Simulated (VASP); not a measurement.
# Cr (Im-3m) in VASP: notebook

Runs on Cr. Level: PBE. Tasks: relaxation of cell and atoms.

Everything below comes from runs of VASP 6.6.1. Logs are shortened: lines on timing, memory, paths and dates and some standing lists are left out, and cuts for length are marked.

## 1. The cell of the first run

It takes space group Im-3m (No. 229, cubic). The conventional cell has a = 2.846 Å, b = 2.846 Å, c = 2.846 Å, α = 90.00°, β = 90.00°, γ = 90.00°. Within 3.3 Å of Cr (site symmetry m-3m) lie 14 Cr at 2.46 to 2.85 Å.

## 2. Relaxation of cell and atoms, PBE

INCAR

```
SYSTEM = Cr
ALGO     = Normal         ! electronic algorithm
EDIFF    = 1E-6           ! SCF threshold, eV
EDIFFG   = -0.01          ! ionic threshold
ENCUT    = 600            ! plane-wave cutoff, eV
GGA      = PE             ! functional
IBRION   = 2              ! ionic algorithm
ISIF     = 3              ! what is computed and relaxed
ISMEAR   = 0              ! smearing method
LASPH    = .True.         ! aspherical terms in the spheres
LCHARG   = .False.        ! write CHGCAR
LREAL    = .False.        ! projectors in reciprocal space
LWAVE    = .False.        ! write WAVECAR
NELM     = 100            ! most SCF steps
NSW      = 100            ! ionic steps
PREC     = Accurate       ! precision mode
SIGMA    = 0.1            ! smearing width, eV
```

KPOINTS

```
k-points
0
Gamma
  28 28 28
  0 0 0
```

POSCAR

```
Cr
1.0
   -1.4227757737      1.4227757737      1.4227757737
    1.4227757737     -1.4227757737      1.4227757737
    1.4227757737      1.4227757737     -1.4227757737
Cr
1
Direct
    0.0000000000      0.0000000000      0.0000000000
```

Potentials or basis: VASP PAW PBE potentials, release 64 (Cr_pv).

Command:

```console
$ cat potpaw_PBE.64/Cr_pv/POTCAR > POTCAR
$ mpirun -np 1 vasp_std > vasp.out
```

OUTCAR:

```text
SYSTEM = Cr
   EDIFF = 1E-6
   EDIFFG = -0.01
   ENCUT = 600
   GGA = PE
   IBRION = 2
   ISIF = 3
   ISMEAR = 0
   LASPH = .True.
   LREAL = .False.
   NELM = 100
   NSW = 100
   PREC = Accurate

 ion  position               nearest neighbor table
   1  0.000  0.000  0.000-

  LATTYP: Found a body centered cubic cell.
 ALAT       =     2.8455515474

  Lattice vectors:

 A1 = (  -1.4227757737,   1.4227757737,   1.4227757737)
 A2 = (   1.4227757737,  -1.4227757737,   1.4227757737)
 A3 = (   1.4227757737,   1.4227757737,  -1.4227757737)

Analysis of symmetry for initial positions (statically):
=====================================================================
 Subroutine PRICEL returns:
 Original cell was already a primitive cell.

 Routine SETGRP: Setting up the symmetry group for a
 body centered cubic supercell.

 Subroutine GETGRP returns: Found 48 space group operations
 (whereof 48 operations were pure point group operations)
 out of a pool of 48 trial point group operations.

The static configuration has the point symmetry O_h .

Analysis of symmetry for dynamics (positions and initial velocities):
=====================================================================
 Subroutine PRICEL returns:
 Original cell was already a primitive cell.

 Routine SETGRP: Setting up the symmetry group for a
 body centered cubic supercell.

 Subroutine GETGRP returns: Found 48 space group operations
 (whereof 48 operations were pure point group operations)
 out of a pool of 48 trial point group operations.

The dynamic configuration has the point symmetry O_h .

 Subroutine INISYM returns: Found 48 space group operations
 (whereof 48 operations are pure point group operations),
 and found     1 'primitive' translations

----------------------------------------------------------------------------------------

                                     Primitive cell

  volume of cell :      11.5204

  direct lattice vectors                    reciprocal lattice vectors
    -1.422775774  1.422775774  1.422775774     0.000000000  0.351425720  0.351425720
     1.422775774 -1.422775774  1.422775774     0.351425720  0.000000000  0.351425720
     1.422775774  1.422775774 -1.422775774     0.351425720  0.351425720  0.000000000

  length of vectors
     2.464319928  2.464319928  2.464319928     0.496991019  0.496991019  0.496991019

  position of ions in fractional coordinates (direct lattice)
     0.000000000  0.000000000  0.000000000

  ion indices of the primitive-cell ions
   primitive index   ion index
                 1           1

----------------------------------------------------------------------------------------

 KPOINTS: k-points

Automatic generation of k-mesh.
 Grid dimensions read from file:
 generate k-points for:   28   28   28

 Generating k-lattice:

  Cartesian coordinates                     Fractional coordinates (reciprocal lattice)
     0.000000000  0.012550919  0.012550919     0.035714286  0.000000000  0.000000000
     0.012550919  0.000000000  0.012550919     0.000000000  0.035714286  0.000000000
     0.012550919  0.012550919  0.000000000     0.000000000  0.000000000  0.035714286

  Length of vectors
     0.017749679  0.017749679  0.017749679

  Shift w.r.t. Gamma in fractional coordinates (k-lattice)
     0.000000000  0.000000000  0.000000000

 Subroutine IBZKPT returns following result:
 ===========================================

 Found    624 irreducible k-points:

 Following reciprocal coordinates:
            Coordinates               Weight
  0.000000  0.000000  0.000000      1.000000
  0.035714  0.000000  0.000000     12.000000
  0.071429  0.000000  0.000000     12.000000
  0.107143  0.000000  0.000000     12.000000
  0.142857  0.000000  0.000000     12.000000
  0.178571  0.000000  0.000000     12.000000
[... 16 lines left out ...]
  0.285714  0.035714  0.000000     48.000000
  0.321429  0.035714  0.000000     48.000000
 [... further k-points ...]
   k-points           NKPTS =    624   k-points in BZ     NKDIM =    624   number of bands    NBANDS=     10
   number of dos      NEDOS =    301   number of ions     NIONS =      1
   total plane-waves  NPLWV =   8000
   dimension x,y,z NGX =    20 NGY =   20 NGZ =   20
   dimension x,y,z NGXF=    40 NGYF=   40 NGZF=   40
   ions per type =               1
   NGX,Y,Z   is equivalent  to a cutoff of  13.49, 13.49, 13.49 a.u.
   NGXF,Y,Z  is equivalent  to a cutoff of  26.98, 26.98, 26.98 a.u.
 SYSTEM =  Cr
   PREC   = accura    normal or accurate (medium, high low for compatibility)
   ISTART =      0    job   : 0-new  1-cont  2-samecut
   ICHARG =      2    charge: 1-file 2-atom 10-const
   ISPIN  =      1    spin polarized calculation?
   LNONCOLLINEAR =      F non collinear calculations
   LSORBIT =      F    spin-orbit coupling
   LASPH  =      T    aspherical Exc in radial PAW
   ENCUT  =  600.0 eV  44.10 Ry    6.64 a.u.   4.92  4.92  4.92*2*pi/ulx,y,z
   NELM   =    100;   NELMIN=  2; NELMDL= -5     # of ELM steps
   EDIFF  = 0.1E-05   stopping-criterion for ELM
   LREAL  =      F    real-space projection
   EDIFFG = -.1E-01   stopping-criterion for IOM
   NSW    =    100    number of steps for IOM
   IBRION =      2    ionic relax: 0-MD 1-quasi-New 2-CG
   NFREE  =      1    steps in history (QN), initial steepest desc. (CG)
   ISIF   =      3    stress and relaxation
   ISYM   =      2    0-nonsym 1-usesym 2-fastsym
   POTIM  = 0.5000    time-step for ionic-motion
   TEBEG  =    0.0;   TEEND  =   0.0 temperature during run
   PSTRESS=    0.0 pullay stress
   NELECT =      12.0000    total number of electrons
   NUPDOWN=      -1.0000    fix difference up-down
   EMIN   =  10.00;   EMAX   =-10.00  energy-range for DOS
   EFERMI =   0.00;   METHOD = LEGACY
   ISMEAR =     0;   SIGMA  =   0.10  broadening in eV -4-tet -1-fermi 0-gaus
   EFERMI_NEDOS =   21; number of points for ismear=-14 and -15
   IALGO  =     38    algorithm
   IMIX   =      4    mixing-type and parameters
     AMIX     =   0.40;   BMIX     =  1.00
     AMIX_MAG =   1.60;   BMIX_MAG =  1.00
  volume/ion in A,a.u.               =      11.52        77.74
  Fermi-wavevector in a.u.,A,eV,Ry     =   1.659506  3.136011 37.469896  2.753960
  Thomas-Fermi vector in A             =   2.746903
   LORBIT       =      0    0 simple, 1 ext, 2 COOP (PROOUT), +10 PAW based schemes
   GGA     = PE    functional components
   LHFCALC =     F    Hartree Fock is set to
   AEXX    =    0.0000 exact exchange contribution
   IVDW    =     0    specifies the selected vdW correction
   LEPSILON=     F    determine dielectric tensor
   LRPA    =     F    only Hartree local field effects (RPA)
 conjugate gradient relaxation of ions
 non-spin polarized calculation
 Gauss-broadening in eV      SIGMA  =   0.10
  energy-cutoff  :      600.00
  volume of cell :       11.52
 maximum number of plane-waves:       402
   NGX =  9   NGY =  9   NGZ =  9

 number of electron      11.9999996 magnetization

 Free energy of the ion-electron system (eV)
  ---------------------------------------------------
  ext. energy  EPLUGINS =         0.00000000
  ---------------------------------------------------
  free energy    TOTEN  =        -9.51773861 eV

  energy without entropy =       -9.51457977  energy(sigma->0) =       -9.51615919

 E-fermi :  11.0375     XC(G=0): -13.6895

 val. band max:       11.0230292369   @ k =  -0.4286   0.4643   0.0357
 cond. band min:      11.0377163601   @ k =   0.5000   0.5000   0.2857
 fundamental gap:      0.0146871232
 Fermi energy:        11.0374933155

 k-point     1 :       0.0000    0.0000    0.0000
  band No.  band energies     occupation
      1     -31.7159      2.00000
      2     -31.7159      2.00000
      3     -31.7159      2.00000
      4       3.1436      2.00000
      5      10.0933      2.00000
      6      10.0933      2.00000
      7      10.0933      2.00000
      8      12.1537      0.00000
      9      12.1537      0.00000
     10      18.1149      0.00000

 k-point     2 :       0.0357    0.0000    0.0000
  band No.  band energies     occupation
      1     -31.7280      2.00000
      2     -31.7196      2.00000
      3     -31.7160      2.00000
      4       3.2001      2.00000
      5      10.0712      2.00000
      6      10.0901      2.00000
      7      10.1315      2.00000
      8      12.1281      0.00000
      9      12.1552      0.00000
     10      18.1149      0.00000

 k-point     3 :       0.0714    0.0000    0.0000
  band No.  band energies     occupation
      1     -31.7637      2.00000
      2     -31.7305      2.00000
      3     -31.7162      2.00000
      4       3.3677      2.00000
      5      10.0067      2.00000
      6      10.0779      2.00000
      7      10.2452      2.00000
      8      12.0583      0.00000
      9      12.1599      0.00000
     10      18.1149      0.00000

 k-point     4 :       0.1071    0.0000    0.0000
  band No.  band energies     occupation
      1     -31.8209      2.00000
      2     -31.7481      2.00000
      3     -31.7165      2.00000
      4       3.6405      2.00000
      5       9.9041      2.00000
      6      10.0492      2.00000
      7      10.4312      2.00000
      8      11.9641      0.00000
      9      12.1688      0.00000
     10      18.1149      0.00000
[... 222 lines left out ...]
 k-point    22 :       0.2500    0.0357    0.0000
  band No.  band energies     occupation
      1     -32.2422      2.00000
      2     -31.8791      2.00000
      3     -31.7239      2.00000
      4       5.7266      2.00000
      5       9.1861      2.00000
      6       9.7438      2.00000
      7      11.8210      0.00000
      8      12.0185      0.00000
      9      12.3097      0.00000
     10      18.1141      0.00000

 k-point    23 :       0.2857    0.0357    0.0000
  band No.  band energies     occupation
      1     -32.3402      2.00000
      2     -31.9114      2.00000
      3     -31.7246      2.00000
      4       6.1367      2.00000
      5       9.0231      2.00000
      6       9.8568      2.00000
      7      11.8960      0.00000
      8      12.3508      0.00000
      9      12.4469      0.00000
     10      18.1138      0.00000

 k-point    24 :       0.3214    0.0357    0.0000
  band No.  band energies     occupation
      1     -32.4299      2.00000
      2     -31.9411      2.00000
      3     -31.7253      2.00000
      4       6.4144      2.00000
      5       8.8763      2.00000
      6      10.1451      2.00000
      7      11.9824      0.00000
      8      12.3999      0.00000
      9      12.8646      0.00000
     10      18.1132      0.00000

 [... further k-points ...]
[... 5 lines left out ...]
  --------------------------------------------------------------------------------------
  -------------------------------------------------------------------------------------
  Total        0.0079330      0.0079330      0.0079330     -0.0000000      0.0000000     -0.0000000
  in kB        1.1032606      1.1032606      1.1032606     -0.0000000      0.0000000     -0.0000000
  external PRESSURE =       1.1032606 kB  Pullay stress =       0.0000000 kB

 VOLUME and BASIS-vectors are now :
 -----------------------------------------------------------------------------
  energy-cutoff  :      600.00
  volume of cell :       11.52
      direct lattice vectors                 reciprocal lattice vectors
    -1.422775774  1.422775774  1.422775774     0.000000000  0.351425720  0.351425720
     1.422775774 -1.422775774  1.422775774     0.351425720  0.000000000  0.351425720
     1.422775774  1.422775774 -1.422775774     0.351425720  0.351425720  0.000000000

 POSITION                                       TOTAL-FORCE (eV/Angst)
 -----------------------------------------------------------------------------------
      0.00000      0.00000      0.00000         0.000000     -0.000000     -0.000000
 -----------------------------------------------------------------------------------
    total drift:                                0.000000      0.000000      0.000000

  FREE ENERGIE OF THE ION-ELECTRON SYSTEM (eV)
  ---------------------------------------------------
  free  energy   TOTEN  =        -9.5177386081 eV

  energy  without entropy=       -9.5145797705  energy(sigma->0) =       -9.51615919

 reached required accuracy - stopping structural energy minimisation
```

Run time: 65 s. Hardware: 1 thread of Intel Xeon Platinum 8375C at 2.90GHz (Ice Lake), shared host; peak memory 0.2 GiB.

Results:

| Item | Value |
| --- | --- |
| Free energy | -9.5177 eV |
| Pressure after relaxing | 0.1 GPa |
| Band gap on the k mesh | zero (band 6 reaches 13.46 eV, above the bottom of band 7 at 10.09 eV) |

Final structure:
```cif
data_structure
_symmetry_space_group_name_H-M 'P 1'
_symmetry_Int_Tables_number 1
_cell_length_a 2.4643
_cell_length_b 2.4643
_cell_length_c 2.4643
_cell_angle_alpha 109.471
_cell_angle_beta 109.471
_cell_angle_gamma 109.471
_cell_volume 11.52
loop_
_atom_site_label
_atom_site_type_symbol
_atom_site_fract_x
_atom_site_fract_y
_atom_site_fract_z
_atom_site_occupancy
Cr1 Cr 0.00000 0.00000 0.00000 1
```

Caveat: the relaxation stopped at its first step, so nothing moved; the run has no spin polarisation, though such a crystal can be magnetic.

## 3. Relaxation of cell and atoms, PBE

This run uses another cell than the first one, of 11.55 Å³/atom, 1.003 times its volume.

INCAR

```
PREC = Accurate
ENCUT = 600
EDIFF = 1E-6
ISMEAR = 0
SIGMA = 0.1
LREAL = F
LASPH = T
NELM = 60
ALGO = Fast
ISIF = 3
LWAVE = F
LCHARG = F
GGA = PE
IBRION = 2
NSW = 100
EDIFFG = -0.01
```

KPOINTS

```
regular mesh
0
Gamma
  26 26 26
```

POSCAR

```
Cr
1.0
   -1.4240103897      1.4240103897      1.4240103897
    1.4240103897     -1.4240103897      1.4240103897
    1.4240103897      1.4240103897     -1.4240103897
Cr
1
Direct
    0.0000000000      0.0000000000      0.0000000000
```

Potentials or basis: VASP PAW PBE potentials, release 64 (Cr_pv).

Command:

```console
$ cat potpaw_PBE.64/Cr_pv/POTCAR > POTCAR
$ mpirun -np 1 vasp_std > vasp.out
```

It took 2.9 min on 1 thread of Intel Xeon 8259CL, shared host; peak memory 0.19 GiB.

The run converged. Its results:

- Free energy: -9.5167 eV
- Relaxed volume: 11.53 Å³/atom
- Relaxed cell: a = 2.465 Å, b = 2.465 Å, c = 2.465 Å, α = 109.47°, β = 109.47°, γ = 109.47°
- Space group after relaxing (to 0.05 Å): Im-3m (No. 229)
- Energy gained by relaxing: 0.0 meV/atom
- Ionic steps: 3
- Pressure after relaxing: 0.0 GPa
- Band gap on the k mesh: zero (band 6 reaches 13.45 eV, above the bottom of band 7 at 10.09 eV)

Final structure:
```
CELL_PARAMETERS angstrom
-1.42300 1.42300 1.42300
1.42300 -1.42300 1.42300
1.42300 1.42300 -1.42300
ATOMIC_POSITIONS crystal
Cr 0.00000 0.00000 0.00000
```

Levels at points of the mesh, in eV from the Fermi level:
```tsv
k point	band 4	band 5	band 6	band 7	band 8	band 9
(0.00, 0.00, 0.00)	-7.86	-0.91	-0.91	-0.91	1.15	1.15
(0.50, 0.00, 0.00)	-4.44	-2.46	1.13	1.15	1.49	2.85
(0.50, 0.50, 0.50)	-4.32	-4.32	2.45	2.45	2.45	7.11
```

Caveat: the run has no spin polarisation, though such a crystal can be magnetic. Spin polarisation is off, so any magnetic state and its effect on volume and gap are missing.

## 4. Relaxation of cell and atoms, PBE

This run uses another cell than the first one, of 11.55 Å³/atom, 1.002 times its volume.

INCAR

```
SYSTEM = Cr
PREC = Accurate
ENCUT = 600
EDIFF = 1E-6
ISMEAR = 0
SIGMA = 0.1
LREAL = .False.
LASPH = .True.
NELM = 60
ALGO = Fast
ISIF = 3
LWAVE = .False.
LCHARG = .False.
GGA = PE
IBRION = 2
NSW = 100
EDIFFG = -0.01
```

KPOINTS

```
regular mesh
0
Gamma
  28 28 28
  0 0 0
```

POSCAR

```
Cr
1.0
   -1.4239059873      1.4239059873      1.4239059873
    1.4239059873     -1.4239059873      1.4239059873
    1.4239059873      1.4239059873     -1.4239059873
Cr
1
Direct
    0.0000000000      0.0000000000      0.0000000000
```

Command:

```console
$ cat potpaw_PBE.64/Cr_pv/POTCAR > POTCAR
$ mpirun -np 1 vasp_std > vasp.out
```

Wall time 1.8 min (1 thread of AMD EPYC 9R45 (Zen 5), shared host); peak memory 0.18 GiB.

The run converged. Its results:

| Property | Result |
| --- | --- |
| Free energy | -9.5178 eV |
| Relaxed volume | 11.53 Å³/atom |
| Relaxed cell | a = 2.465 Å, b = 2.465 Å, c = 2.465 Å, α = 109.47°, β = 109.47°, γ = 109.47° |
| Space group after relaxing (to 0.05 Å) | Im-3m (No. 229) |
| Energy gained by relaxing | 0.0 meV/atom |
| Ionic steps | 4 |
| Pressure after relaxing | -0.1 GPa |
| Band gap on the k mesh | zero (band 6 reaches 13.44 eV, above the bottom of band 7 at 10.08 eV) |

Final structure:
```
Cr
1.0
    -1.42324    1.42324    1.42324
     1.42324   -1.42324    1.42324
     1.42324    1.42324   -1.42324
Cr
1
Direct
  0.00000 0.00000 0.00000
```

Levels at points of the mesh, in eV from the Fermi level:
```
           k point  band 3  band 4  band 5  band 6  band 7  band 8  band 9  band 10
(0.00, 0.00, 0.00)  -42.75   -7.89   -0.94   -0.94   -0.94    1.12    1.12     7.08
(0.50, 0.00, 0.00)  -42.76   -4.47   -2.49    1.09    1.11    1.46    2.81     7.07
(0.50, 0.50, 0.50)  -43.39   -4.35   -4.35    2.42    2.42    2.42    7.07    10.60
```

Caveat: the run has no spin polarisation, though such a crystal can be magnetic.

## 5. Summary

```csv
cell,k mesh,gap on the mesh (eV),pressure (GPa),relaxed volume (Å³/atom)
"relaxed from a = 2.464 Å, angles 109.5°, 1 atom",28 × 28 × 28,none,0.1,-
"relaxed from a = 2.466 Å, angles 109.5°, 1 atom",26 × 26 × 26,none,0.0,11.53
"relaxed from a = 2.466 Å, angles 109.5°, 1 atom",28 × 28 × 28,none,-0.1,11.53
```

Alike in all rows: task relaxation of cell and atoms; level PBE; potentials or basis VASP PAW PBE potentials, release 64 (Cr_pv); no spin polarisation; cutoff (eV) 600; smearing gaussian 0.1 eV.

Caveats: the run has no spin polarisation, though such a crystal can be magnetic; the relaxation stopped at its first step, so nothing moved (some runs).

Total energies depend on the potentials used, so only differences within one code and one set of settings carry meaning.
